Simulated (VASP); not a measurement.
Here is a VASP 6.6.1 calculation.

File INCAR:

```
SYSTEM = BP
PREC = Accurate ; ENCUT = 520
EDIFF = 1E-6 ; ISMEAR = 0
SIGMA = 0.05 ; LREAL = .FALSE.
LASPH = .TRUE. ; NELM = 80
ALGO = Normal ; ISIF = 2
LWAVE = .FALSE. ; LCHARG = .TRUE.
LELF = .TRUE. ; LVHAR = .TRUE.
NBANDS = 11
```

The input KPOINTS:

```
Automatic mesh
0
G
  10 10 10
  0 0 0
```

The input POSCAR:

```
BP
1.0
    0.0000000000      2.2690000000      2.2690000000
    2.2690000000      0.0000000000      2.2690000000
    2.2690000000      2.2690000000      0.0000000000
B P
1 1
Direct
    0.0000000000      0.0000000000      0.0000000000
    0.7500000000      0.7500000000      0.7500000000
```

Potentials or basis: VASP PAW LDA potentials, release 64 (B, P).

Command:

```sh
$ cat potpaw_LDA.64/B/POTCAR potpaw_LDA.64/P/POTCAR > POTCAR
$ mpirun -np 1 vasp_std > vasp.out
```

(1) Predict the pressure.

(2) What does it give for the band gap on the k mesh?

## Answers

(1) -5.3 GPa.

(2) 1.19 eV, indirect (least direct gap 3.38 eV).
